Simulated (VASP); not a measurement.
# SiNi3 (Pm-3m) in VASP: a series of runs

The runs below take SiNi3 through single point, with PBE+D3(BJ).

Everything below comes from runs of VASP 6.6.1. Logs are shortened: lines on timing, memory, paths and dates and some standing lists are left out, and cuts for length are marked.

### 1 The cell of the first run

It takes space group Pm-3m (No. 221, cubic). Conventional cell: a = 3.465 Å, b = 3.465 Å, c = 3.465 Å, α = 90.00°, β = 90.00°, γ = 90.00°. Within 3.2 Å of Ni (site symmetry 4/mmm) lie 8 Ni at 2.45 Å and 4 Si at 2.45 Å. Si (site symmetry m-3m) has 12 Ni at 2.45 Å within 3.2 Å.

### 2 Single point, PBE+D3(BJ), collinear spin, ferromagnetic start

File INCAR:

```
  ALGO = Fast
  EDIFF = 1E-6
  ENCUT = 520
  GGA = PE
  ISIF = 2
  ISMEAR = -1
  ISPIN = 2
  IVDW = 12
  LASPH = True
  LCHARG = False
  LMAXMIX = 4
  LORBIT = 11
  LREAL = False
  LWAVE = False
  MAGMOM = 1 1 1 0
  NBANDS = 29
  NELM = 150
  PREC = Accurate
  SIGMA = 0.05
```

File KPOINTS:

```
k-points
0
Gamma
  8 8 8
```

File POSCAR:

```
SiNi3
1.0
    3.4654470712      0.0000000000      0.0000000000
    0.0000000000      3.4654470712      0.0000000000
    0.0000000000      0.0000000000      3.4654470712
Ni Si
3 1
Direct
    0.5000000000      0.5000000000      0.0000000000
    0.5000000000      0.0000000000      0.5000000000
    0.0000000000      0.5000000000      0.5000000000
    0.0000000000      0.0000000000      0.0000000000
```

Potentials or basis: VASP PAW PBE potentials, release 64 (Ni, Si).

Run with:

```sh
> cat potpaw_PBE.64/Ni/POTCAR potpaw_PBE.64/Si/POTCAR > POTCAR
> mpirun -np 1 vasp_std > vasp.out
```

OUTCAR:

```text
EDIFF = 1E-6
   ENCUT = 520
   GGA = PE
   ISIF = 2
   ISMEAR = -1
   ISPIN = 2
   IVDW = 12
   LASPH = True
   LORBIT = 11
   LREAL = False
   NELM = 150
   PREC = Accurate
 IVDW          = 12

 ion  position               nearest neighbor table
   1  0.500  0.500  0.000-   2 2.45   3 2.45   4 2.45   2 2.45   3 2.45   2 2.45   4 2.45   2 2.45
                             3 2.45   4 2.45   3 2.45   4 2.45
   2  0.500  0.000  0.500-   1 2.45   3 2.45   4 2.45   1 2.45   4 2.45   1 2.45   3 2.45   1 2.45
                             3 2.45   4 2.45   4 2.45   3 2.45
   3  0.000  0.500  0.500-   1 2.45   2 2.45   4 2.45   1 2.45   4 2.45   2 2.45   4 2.45   4 2.45
                             1 2.45   2 2.45   1 2.45   2 2.45
   4  0.000  0.000  0.000-   1 2.45   2 2.45   3 2.45   2 2.45   3 2.45   1 2.45   3 2.45   3 2.45
                             1 2.45   2 2.45   2 2.45   1 2.45

  LATTYP: Found a simple cubic cell.
 ALAT       =     3.4654470712

  Lattice vectors:

 A1 = (   3.4654470712,   0.0000000000,   0.0000000000)
 A2 = (   0.0000000000,   3.4654470712,   0.0000000000)
 A3 = (   0.0000000000,   0.0000000000,   3.4654470712)

Analysis of symmetry for initial positions (statically):
=====================================================================
 Subroutine PRICEL returns:
 Original cell was already a primitive cell.

 Routine SETGRP: Setting up the symmetry group for a
 simple cubic supercell.

 Subroutine GETGRP returns: Found 48 space group operations
 (whereof 48 operations were pure point group operations)
 out of a pool of 48 trial point group operations.

The static configuration has the point symmetry O_h .

Analysis of symmetry for dynamics (positions and initial velocities):
=====================================================================
 Subroutine PRICEL returns:
 Original cell was already a primitive cell.

 Routine SETGRP: Setting up the symmetry group for a
 simple cubic supercell.

 Subroutine GETGRP returns: Found 48 space group operations
 (whereof 48 operations were pure point group operations)
 out of a pool of 48 trial point group operations.

The dynamic configuration has the point symmetry O_h .

Analysis of structural, dynamic, and magnetic symmetry:
=====================================================================
 Subroutine PRICEL returns:
 Original cell was already a primitive cell.

[... 137 lines left out ...]
   LHFCALC =     F    Hartree Fock is set to
   AEXX    =    0.0000 exact exchange contribution
   IVDW    =    12    specifies the selected vdW correction
   LEPSILON=     F    determine dielectric tensor
   LRPA    =     F    only Hartree local field effects (RPA)
 spin polarized calculation
 RMM-DIIS sequential band-by-band and
  energy-cutoff  :      520.00
  volume of cell :       41.62
 maximum number of plane-waves:      1141
 NGX is ok and might be reduce to    28
   NGX = 13   NGY = 13   NGZ = 13

 number of electron      33.9999971 magnetization      -0.0014000

 number of electron      33.9999971 magnetization       0.0007582

 Free energy of the ion-electron system (eV)
  ---------------------------------------------------
  ext. energy  EPLUGINS =         0.00000000
  ---------------------------------------------------
  free energy    TOTEN  =       -23.65124287 eV

  energy without entropy =      -23.63364636  energy(sigma->0) =      -23.64244462

 E-fermi :  11.1880     XC(G=0): -13.2918

 val. band max:       11.1268347061   @ k =   0.1250   0.1250   0.0000
 cond. band min:      11.2006797372   @ k =   0.5000   0.3750   0.3750
 fundamental gap:      0.0738450312
 Fermi energy:        11.1879989204

 spin component 1

 k-point     1 :       0.0000    0.0000    0.0000
  band No.  band energies     occupation
      1      -1.0176      1.00000
      2       6.0901      1.00000
      3       6.9251      1.00000
      4       6.9251      1.00000
      5       7.4676      1.00000
      6       7.4676      1.00000
[... 757 lines left out ...]
     28      26.4163      0.00000
     29      28.7299      0.00000

 [... further k-points ...]

 spin component 2

 k-point     1 :       0.0000    0.0000    0.0000
  band No.  band energies     occupation
      1      -1.0177      1.00000
      2       6.0901      1.00000
      3       6.9253      1.00000
      4       6.9253      1.00000
      5       7.4679      1.00000
      6       7.4679      1.00000
[... 757 lines left out ...]
     28      26.4163      0.00000
     29      28.6954      0.00000

 [... further k-points ...]

------------------------ aborting loop because EDIFF is reached ----------------------------------------

 Edisp (eV)   -2.04863

 E8    (eV) :    -0.8742

  FORCE on cell =-STRESS in cart. coord.  units (eV):
  Direction    XX          YY          ZZ          XY          YZ          ZX
  --------------------------------------------------------------------------------------
  -------------------------------------------------------------------------------------
  Total      -0.01902    -0.01902    -0.01902    -0.00000     0.00000     0.00000
  in kB      -0.73227    -0.73227    -0.73227    -0.00000     0.00000     0.00000
  external pressure =       -0.73 kB  Pullay stress =        0.00 kB

 VOLUME and BASIS-vectors are now :
 -----------------------------------------------------------------------------
  energy-cutoff  :      520.00
  volume of cell :       41.62
      direct lattice vectors                 reciprocal lattice vectors
     3.465447071  0.000000000  0.000000000     0.288563057  0.000000000  0.000000000
     0.000000000  3.465447071  0.000000000     0.000000000  0.288563057  0.000000000
     0.000000000  0.000000000  3.465447071     0.000000000  0.000000000  0.288563057

 POSITION                                       TOTAL-FORCE (eV/Angst)
 -----------------------------------------------------------------------------------
      1.73272      1.73272      0.00000         0.000000      0.000000      0.000000
      1.73272      0.00000      1.73272         0.000000      0.000000      0.000000
      0.00000      1.73272      1.73272         0.000000      0.000000      0.000000
      0.00000      0.00000      0.00000         0.000000      0.000000      0.000000
 -----------------------------------------------------------------------------------
    total drift:                                0.000000      0.000000      0.000000

  FREE ENERGIE OF THE ION-ELECTRON SYSTEM (eV)
  ---------------------------------------------------
  free  energy   TOTEN  =       -25.6998688929 eV

  energy  without entropy=      -25.6822723817  energy(sigma->0) =      -25.69107064

 total charge

# of ion       s       p       d       tot
------------------------------------------
    1        0.501   0.608   8.430   9.539
    2        0.501   0.608   8.430   9.539
    3        0.501   0.608   8.430   9.539
    4        0.730   0.843   0.000   1.573
--------------------------------------------------
tot          2.233   2.666  25.291  30.191

 magnetization (x)

# of ion       s       p       d       tot
------------------------------------------
    1       -0.000  -0.000   0.000   0.000
    2       -0.000  -0.000   0.000   0.000
    3       -0.000  -0.000   0.000   0.000
    4       -0.000  -0.000   0.000  -0.000
--------------------------------------------------
tot         -0.000  -0.000   0.001   0.000
```

OSZICAR:

```text
N       E                     dE             d eps       ncg     rms          rms(c)
DAV:   1     0.210581686590E+03    0.21058E+03   -0.14592E+04  4148   0.156E+03
DAV:   2    -0.119719506117E+02   -0.22255E+03   -0.20622E+03  4065   0.306E+02
DAV:   3    -0.268965455737E+02   -0.14925E+02   -0.14080E+02  4579   0.946E+01
DAV:   4    -0.271650362205E+02   -0.26849E+00   -0.26786E+00  4576   0.125E+01
DAV:   5    -0.271724226865E+02   -0.73865E-02   -0.73857E-02  4984   0.182E+00    0.212E+01
RMM:   6    -0.271650595252E+02    0.73632E-02   -0.26008E+01  4649   0.512E+01    0.186E+01
RMM:   7    -0.237494988001E+02    0.34156E+01   -0.68010E+00  4412   0.264E+01    0.476E+00
RMM:   8    -0.236573551090E+02    0.92144E-01   -0.10462E-01  4506   0.243E+00    0.113E+00
RMM:   9    -0.236526306829E+02    0.47244E-02   -0.22636E-02  4957   0.109E+00    0.616E-01
RMM:  10    -0.236516753440E+02    0.95534E-03   -0.54360E-03  5443   0.412E-01    0.348E-01
RMM:  11    -0.236512963591E+02    0.37898E-03   -0.91389E-04  5259   0.189E-01    0.161E-01
RMM:  12    -0.236512423823E+02    0.53977E-04   -0.25696E-04  5498   0.106E-01    0.497E-02
RMM:  13    -0.236512452541E+02   -0.28718E-05   -0.67907E-05  5501   0.456E-02    0.275E-02
RMM:  14    -0.236512433569E+02    0.18972E-05   -0.11603E-05  5027   0.204E-02    0.125E-02
RMM:  15    -0.236512428746E+02    0.48230E-06   -0.21476E-06  3500   0.899E-03
   1 F= -.25699869E+02 E0= -.25691071E+02  d E =-.175965E-01  mag=     0.0006
```

It took 2.4 min on 1 thread of Intel Xeon 8259CL, shared host; peak memory 0.22 GiB.

What came out:

* Free energy: -25.6999 eV
* Pressure: -0.1 GPa
* Band gap on the k mesh: zero (filled and empty bands overlap)
* Net moment: 0.00 μB per cell
* Valence electrons inside the program's atomic spheres: Ni 9.54; Si 1.57
* Dispersion energy per atom: -0.512 eV

Levels at points of the mesh, in eV from the Fermi level:
Spin up:
```csv
k point,band 14,band 15,band 16,band 17,band 18,band 19,band 20,band 21
"(0.00, 0.00, 0.00)",-0.66,-0.66,-0.31,0.03,0.03,0.03,5.16,6.49
"(0.50, 0.00, 0.00)",-1.36,-1.20,-0.59,0.04,3.74,3.74,5.35,5.35
"(0.50, 0.50, 0.00)",-1.50,-1.17,-1.07,-1.00,0.69,0.69,5.81,6.51
"(0.50, 0.50, 0.50)",-1.31,-1.31,-0.46,-0.22,-0.22,-0.22,1.36,4.18
```
Spin down:
| k point | band 14 | band 15 | band 16 | band 17 | band 18 | band 19 | band 20 | band 21 |
| --- | --- | --- | --- | --- | --- | --- | --- | --- |
| (0.00, 0.00, 0.00) | -0.66 | -0.66 | -0.31 | 0.03 | 0.03 | 0.03 | 5.16 | 6.49 |
| (0.50, 0.00, 0.00) | -1.36 | -1.20 | -0.59 | 0.04 | 3.74 | 3.74 | 5.35 | 5.35 |
| (0.50, 0.50, 0.00) | -1.50 | -1.17 | -1.06 | -1.00 | 0.69 | 0.69 | 5.81 | 6.51 |
| (0.50, 0.50, 0.50) | -1.31 | -1.31 | -0.46 | -0.22 | -0.22 | -0.22 | 1.36 | 4.18 |

(Continued in part 2 of 2.)
